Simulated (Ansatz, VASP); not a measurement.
# One calculation of Si, two programs

```
Si
1.0
     2.67878    0.00000    0.00000
    -1.33939    2.31989    0.00000
     0.00000    0.00000    4.55316
Si
2
Direct
  0.33333 0.66667 0.25000
  0.66667 0.33333 0.75000
```

Change from the starting cell: strain +0.015 along x and y, +0.000 along z, atoms carried along.

Alike in both runs: task single point; functional r2SCAN; k mesh 24 × 24 × 14; occupations gaussian, width 0.15 eV; no spin polarisation.

|  | VASP | Ansatz |
| --- | --- | --- |
| version | VASP 6.6.1 | Ansatz 0.2.0 |
| potentials or method | VASP PAW PBE potentials, release 64 (Si), cutoff 520 eV | scalar-relativistic, plane waves, PAW |
| valence electrons in the cell | 8 | 8 |

VASP gave:

```
gap on the k mesh at the Fermi level (eV)                     : none
pressure (GPa)                                                : -2.7
traceless stress, the component that is largest in VASP (GPa) : 0.98
```

What did Ansatz give for the same quantities?

gap on the k mesh at the Fermi level (eV): none; pressure (GPa): -2.7; traceless stress, the component that is largest in VASP (GPa): 0.96.

VASP's potentials were made for PBE, not for r2SCAN. A gap of «none» marks a metal or a gap that the smearing closes. The functional is the same, so the differences come from potentials, cutoffs and numerics.
